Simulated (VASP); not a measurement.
Here is a VASP 6.6.1 calculation.

INCAR

```
SYSTEM = Rb
  PREC = Accurate
  ENCUT = 520
  EDIFF = 1E-6
  ISMEAR = 0
  SIGMA = 0.15
  LREAL = .False.
  LASPH = .True.
  NELM = 100
  ALGO = Fast
  ISIF = 2
  LWAVE = .False.
  LCHARG = .False.
  GGA = PE
  NBANDS = 10
```

Contents of KPOINTS:

```
Automatic mesh
0
Gamma
  12 12 12
  0 0 0
```

Contents of POSCAR:

```
Rb
1.0
   -2.8060000000      2.8130150000      2.8130150000
    2.8060000000     -2.7989850000      2.7989850000
    2.8060000000      2.7989850000     -2.7989850000
Rb
1
Direct
    0.0000000000      0.0000000000      0.0000000000
```

Potentials or basis: VASP PAW PBE potentials, release 64 (Rb_sv).

The run is started by

```console
$ cat potpaw_PBE.64/Rb_sv/POTCAR > POTCAR
$ mpirun -np 1 vasp_std > vasp.out
```

(1) Estimate the pressure.

(2) What does it give for the band gap on the k mesh?

Results:

(1) 0.1 GPa.

(2) zero (an odd number of electrons rules out a gap without spin polarisation).

Caveat: the cell differs from its parent crystal (strain +0.0050 x Voigt [0, 0, 0, 1, 0, 0]).
